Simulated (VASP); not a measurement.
# B2Pb (I4_1/amd) in VASP: single point with PBE

Aim: the single point of B2Pb with PBE.

Everything below comes from runs of VASP 6.6.1. Logs are shortened: lines on timing, memory, paths and dates and some standing lists are left out, and cuts for length are marked.

### Step 1. The cell of the first run

The structure is tetragonal, space group I4_1/amd (No. 141). The conventional cell has a = 3.899 Å, b = 3.899 Å, c = 12.186 Å, α = 90.00°, β = 90.00°, γ = 90.00°. Pb (site symmetry -4m2) has 12 B at 2.90 to 2.91 Å and 8 Pb at 3.62 to 3.90 Å within 3.9 Å. B (site symmetry 2mm) has 3 B at 1.79 to 2.32 Å within 2.4 Å.

### Step 2. Single point, PBE

File INCAR:

```
ALGO = Normal
EDIFF = 1E-6
ENCUT = 520
GGA = PE
ISIF = 2
ISMEAR = -1
LASPH = True
LCHARG = True
LELF = True
LREAL = False
LVHAR = True
LWAVE = False
NBANDS = 29
NELM = 100
PREC = Accurate
SIGMA = 0.1
```

File KPOINTS:

```
k-points
0
Gamma
  7 7 7
```

File POSCAR:

```
B2Pb
1.0
    0.0000000000      3.8990690000     -0.0000001600
    3.8990690000      0.0000000000     -0.0000001600
    1.9495342500      1.9495342500     -6.0929001600
Pb B
2 4
Direct
    0.8750000000      0.1250000000      0.7500000000
    0.1250000000      0.8750000000      0.2500000000
    0.5517446380      0.3017446380      0.3965107240
    0.3017446380      0.5517446380      0.8965107240
    0.4482553620      0.6982553620      0.6034892760
    0.6982553620      0.4482553620      0.1034892760
```

Potentials or basis: VASP PAW PBE potentials, release 64 (Pb_d, B).

The run is started by

```sh
> cat potpaw_PBE.64/Pb_d/POTCAR potpaw_PBE.64/B/POTCAR > POTCAR
> mpirun -np 1 vasp_std > vasp.out
```

OUTCAR:

```text
EDIFF = 1E-6
   ENCUT = 520
   GGA = PE
   ISIF = 2
   ISMEAR = -1
   LASPH = True
   LREAL = False
   NELM = 100
   PREC = Accurate

 ion  position               nearest neighbor table
   1  0.875  0.125  0.750-   5 2.90   4 2.90   5 2.90   4 2.90   4 2.90   5 2.90   5 2.90   4 2.90
                             3 2.91   6 2.91   3 2.91   6 2.91   2 3.62   2 3.62   2 3.62   2 3.62
   2  0.125  0.875  0.250-   6 2.90   3 2.90   6 2.90   3 2.90   3 2.90   6 2.90   6 2.90   3 2.90
                             5 2.91   4 2.91   5 2.91   4 2.91   1 3.62   1 3.62   1 3.62   1 3.62
   3  0.552  0.302  0.397-   6 1.79   2 2.90   2 2.90   2 2.90   2 2.90   1 2.91   1 2.91
   4  0.302  0.552  0.897-   5 1.79   1 2.90   1 2.90   1 2.90   1 2.90   2 2.91   2 2.91
   5  0.448  0.698  0.603-   4 1.79   1 2.90   1 2.90   1 2.90   1 2.90   2 2.91   2 2.91
   6  0.698  0.448  0.103-   3 1.79   2 2.90   2 2.90   2 2.90   2 2.90   1 2.91   1 2.91

  LATTYP: Found a body centered tetragonal cell.
 ALAT       =     3.8990690000
 C/A-ratio  =     3.1253101702

  Lattice vectors:

 A1 = (  -1.9495342500,   1.9495347500,   6.0929000000)
 A2 = (   1.9495347500,  -1.9495342500,   6.0929000000)
 A3 = (   1.9495342500,   1.9495342500,  -6.0929001600)

Analysis of symmetry for initial positions (statically):
=====================================================================
 Subroutine PRICEL returns:
 Original cell was already a primitive cell.

 Routine SETGRP: Setting up the symmetry group for a
 body centered tetragonal supercell.

 Subroutine GETGRP returns: Found 16 space group operations
 (whereof  4 operations were pure point group operations)
 out of a pool of 16 trial point group operations.

The static configuration has the point symmetry C_2h.
 The point group associated with its full space group is D_4h.

Analysis of symmetry for dynamics (positions and initial velocities):
=====================================================================
 Subroutine PRICEL returns:
 Original cell was already a primitive cell.

 Routine SETGRP: Setting up the symmetry group for a
 body centered tetragonal supercell.

 Subroutine GETGRP returns: Found 16 space group operations
 (whereof  4 operations were pure point group operations)
 out of a pool of 16 trial point group operations.

The dynamic configuration has the point symmetry C_2h.
 The point group associated with its full space group is D_4h.

 Subroutine INISYM returns: Found 16 space group operations
 (whereof  4 operations are pure point group operations),
 and found     1 'primitive' translations

----------------------------------------------------------------------------------------

                                     Primitive cell

  volume of cell :      92.6288

  direct lattice vectors                    reciprocal lattice vectors
     0.000000000  3.899069000 -0.000000160     0.000000003  0.256471484  0.082062718
     3.899069000  0.000000000 -0.000000160     0.256471484  0.000000003  0.082062718
     1.949534250  1.949534250 -6.092900160    -0.000000007 -0.000000007 -0.164125457

  length of vectors
     3.899069000  3.899069000  6.687660274     0.269280359  0.269280359  0.164125457

  position of ions in fractional coordinates (direct lattice)
     0.875000000  0.125000000  0.750000000
     0.125000000  0.875000000  0.250000000
     0.551744638  0.301744638  0.396510724
     0.301744638  0.551744638  0.896510724
     0.448255362  0.698255362  0.603489276
     0.698255362  0.448255362  0.103489276

  ion indices of the primitive-cell ions
   primitive index   ion index
                 1           1
                 2           2
                 3           3
                 4           4
                 5           5
                 6           6

----------------------------------------------------------------------------------------

 KPOINTS: k-points

Automatic generation of k-mesh.
 Grid dimensions read from file:
 generate k-points for:    7    7    7

 Generating k-lattice:

  Cartesian coordinates                     Fractional coordinates (reciprocal lattice)
     0.000000000  0.036638783  0.011723245     0.142857143  0.000000000 -0.000000000
     0.036638783  0.000000000  0.011723245     0.000000000  0.142857143 -0.000000000
    -0.000000001 -0.000000001 -0.023446494     0.000000000  0.000000000  0.142857143

  Length of vectors
     0.038468623  0.038468623  0.023446494

  Shift w.r.t. Gamma in fractional coordinates (k-lattice)
     0.000000000  0.000000000  0.000000000

 Subroutine IBZKPT returns following result:
 ===========================================

 Found     40 irreducible k-points:

 Following reciprocal coordinates:
            Coordinates               Weight
  0.000000  0.000000  0.000000      1.000000
  0.142857  0.000000  0.000000      8.000000
  0.285714  0.000000  0.000000      8.000000
  0.428571  0.000000  0.000000      8.000000
  0.142857  0.142857  0.000000      8.000000
  0.285714  0.142857  0.000000     16.000000
[... 16 lines left out ...]
  0.285714  0.285714  0.142857      8.000000
  0.428571  0.285714  0.142857     16.000000
 [... further k-points ...]
   k-points           NKPTS =     40   k-points in BZ     NKDIM =     40   number of bands    NBANDS=     29
   number of dos      NEDOS =    301   number of ions     NIONS =      6
   total plane-waves  NPLWV =  45000
   dimension x,y,z NGX =    30 NGY =   30 NGZ =   50
   dimension x,y,z NGXF=    60 NGYF=   60 NGZF=  100
   ions per type =               2   4
   NGX,Y,Z   is equivalent  to a cutoff of  12.79, 12.79, 12.43 a.u.
   NGXF,Y,Z  is equivalent  to a cutoff of  25.58, 25.58, 24.86 a.u.
 SYSTEM =  unknown system
   PREC   = accura    normal or accurate (medium, high low for compatibility)
   ISTART =      0    job   : 0-new  1-cont  2-samecut
   ICHARG =      2    charge: 1-file 2-atom 10-const
   ISPIN  =      1    spin polarized calculation?
   LNONCOLLINEAR =      F non collinear calculations
   LSORBIT =      F    spin-orbit coupling
   LASPH  =      T    aspherical Exc in radial PAW
   ENCUT  =  520.0 eV  38.22 Ry    6.18 a.u.   7.25  7.25 12.43*2*pi/ulx,y,z
   NELM   =    100;   NELMIN=  2; NELMDL= -5     # of ELM steps
   EDIFF  = 0.1E-05   stopping-criterion for ELM
   LREAL  =      F    real-space projection
   EDIFFG = 0.1E-04   stopping-criterion for IOM
   NSW    =      0    number of steps for IOM
   IBRION =     -1    ionic relax: 0-MD 1-quasi-New 2-CG
   NFREE  =      0    steps in history (QN), initial steepest desc. (CG)
   ISIF   =      2    stress and relaxation
   ISYM   =      2    0-nonsym 1-usesym 2-fastsym
   POTIM  = 0.5000    time-step for ionic-motion
   TEBEG  =    0.0;   TEEND  =   0.0 temperature during run
   PSTRESS=    0.0 pullay stress
   NELECT =      40.0000    total number of electrons
   NUPDOWN=      -1.0000    fix difference up-down
   EMIN   =  10.00;   EMAX   =-10.00  energy-range for DOS
   EFERMI =   0.00;   METHOD = LEGACY
   ISMEAR =    -1;   SIGMA  =   0.10  broadening in eV -4-tet -1-fermi 0-gaus
   EFERMI_NEDOS =   21; number of points for ismear=-14 and -15
   IALGO  =     38    algorithm
   IMIX   =      4    mixing-type and parameters
     AMIX     =   0.40;   BMIX     =  1.00
     AMIX_MAG =   1.60;   BMIX_MAG =  1.00
  volume/ion in A,a.u.               =      15.44       104.18
  Fermi-wavevector in a.u.,A,eV,Ry     =   1.237408  2.338362 20.832944  1.531178
  Thomas-Fermi vector in A             =   2.371976
   LORBIT       =      0    0 simple, 1 ext, 2 COOP (PROOUT), +10 PAW based schemes
   GGA     = PE    functional components
   LHFCALC =     F    Hartree Fock is set to
   AEXX    =    0.0000 exact exchange contribution
   IVDW    =     0    specifies the selected vdW correction
   LEPSILON=     F    determine dielectric tensor
   LRPA    =     F    only Hartree local field effects (RPA)
 non-spin polarized calculation
  energy-cutoff  :      520.00
  volume of cell :       92.63
 maximum number of plane-waves:      2507
 NGX is ok and might be reduce to    30
   NGX = 15   NGY = 15   NGZ = 25

 number of electron      40.0000004 magnetization

 Free energy of the ion-electron system (eV)
  ---------------------------------------------------
  ext. energy  EPLUGINS =         0.00000000
  ---------------------------------------------------
  free energy    TOTEN  =       -26.78636798 eV

  energy without entropy =      -26.71591711  energy(sigma->0) =      -26.75114255

 E-fermi :   6.7442     XC(G=0): -10.8109

 val. band max:        6.7404115096   @ k =  -0.1429   0.4286   0.1429
 cond. band min:       6.7898436936   @ k =  -0.1429   0.1429   0.0000
 fundamental gap:      0.0494321840
 Fermi energy:         6.7442479208

 k-point     1 :       0.0000    0.0000    0.0000
  band No.  band energies     occupation
      1     -10.1210      2.00000
      2     -10.1141      2.00000
      3     -10.0935      2.00000
      4     -10.0885      2.00000
      5     -10.0551      2.00000
      6     -10.0551      2.00000
[... 21 lines left out ...]
     28      12.0208      0.00000
     29      12.2703      0.00000

 k-point     2 :       0.1429    0.0000    0.0000
  band No.  band energies     occupation
      1     -10.1186      2.00000
      2     -10.1054      2.00000
      3     -10.0928      2.00000
      4     -10.0811      2.00000
      5     -10.0641      2.00000
      6     -10.0435      2.00000
[... 21 lines left out ...]
     28      11.5181      0.00000
     29      12.0405      0.00000

 k-point     3 :       0.2857    0.0000    0.0000
  band No.  band energies     occupation
      1     -10.1373      2.00000
      2     -10.0988      2.00000
      3     -10.0793      2.00000
      4     -10.0790      2.00000
      5     -10.0706      2.00000
      6     -10.0531      2.00000
[... 638 lines left out ...]
      5     -10.0527      2.00000
      6     -10.0279      2.00000
[... 21 lines left out ...]
     28      12.5281      0.00000
     29      12.8450      0.00000

 k-point    24 :       0.4286    0.2857    0.1429
  band No.  band energies     occupation
      1     -10.1465      2.00000
      2     -10.1382      2.00000
      3     -10.1273      2.00000
      4     -10.1028      2.00000
      5     -10.0580      2.00000
      6     -10.0224      2.00000
[... 21 lines left out ...]
     28      12.7094      0.00000
     29      13.1104      0.00000

 [... further k-points ...]

------------------------ aborting loop because EDIFF is reached ----------------------------------------

  FORCE on cell =-STRESS in cart. coord.  units (eV):
  Direction    XX          YY          ZZ          XY          YZ          ZX
  --------------------------------------------------------------------------------------
  -------------------------------------------------------------------------------------
  Total       -3.7818528     -3.7818528     -7.3268607     -0.0000000     -0.0000001     -0.0000001
  in kB      -65.4137903    -65.4137903   -126.7309317     -0.0000000     -0.0000025     -0.0000025
  external PRESSURE =     -85.8528374 kB  Pullay stress =       0.0000000 kB

 VOLUME and BASIS-vectors are now :
 -----------------------------------------------------------------------------
  energy-cutoff  :      520.00
  volume of cell :       92.63
      direct lattice vectors                 reciprocal lattice vectors
     0.000000000  3.899069000 -0.000000160     0.000000003  0.256471484  0.082062718
     3.899069000  0.000000000 -0.000000160     0.256471484  0.000000003  0.082062718
     1.949534250  1.949534250 -6.092900160    -0.000000007 -0.000000007 -0.164125457

 POSITION                                       TOTAL-FORCE (eV/Angst)
 -----------------------------------------------------------------------------------
      1.94953      4.87384     -4.56968         0.000000      0.000000      0.000000
      3.89907      0.97477     -1.52323        -0.000000     -0.000000     -0.000000
      1.94953      2.92430     -2.41590        -0.000000     -0.000000     -0.004471
      3.89907      2.92430     -5.46235        -0.000000     -0.000000     -0.004471
      3.89907      2.92430     -3.67700         0.000000      0.000000      0.004471
      1.94953      2.92430     -0.63055         0.000000      0.000000      0.004471
 -----------------------------------------------------------------------------------
    total drift:                               -0.000000      0.000000     -0.000000

  FREE ENERGIE OF THE ION-ELECTRON SYSTEM (eV)
  ---------------------------------------------------
  free  energy   TOTEN  =       -26.7863679825 eV

  energy  without entropy=      -26.7159171114  energy(sigma->0) =      -26.75114255
```

It took 3.1 min on 1 thread of Intel Xeon 8259CL, shared host; peak memory 0.25 GiB.

Results:

| Property | Result |
| --- | --- |
| Free energy | -26.7864 eV |
| Pressure | -8.6 GPa |
| Largest force | 0.004 eV/Å |
| Band gap on the k mesh | zero (bands 20 and 21 overlap by 2.26 eV) |

Forces in eV/Å, atoms in the order of the input:
```
Pb   0.000  0.000  0.000
Pb   0.000  0.000  0.000
B    0.000  0.000 -0.004
B    0.000  0.000 -0.004
B    0.000  0.000  0.004
B    0.000  0.000  0.004
```

Stress tensor (GPa, compression positive):
```
 -6.54   0.00   0.00
  0.00  -6.54   0.00
  0.00   0.00 -12.67
```

Levels at points of the mesh, in eV from the Fermi level:
```tsv
k point	band 17	band 18	band 19	band 20	band 21	band 22	band 23	band 24
(0.00, 0.00, 0.00)	-2.56	-2.16	-2.16	-0.91	0.43	1.47	3.29	3.61
```

Caveat: the cell stands under tension; spin-orbit coupling is left out, which moves the levels of the heavy elements.
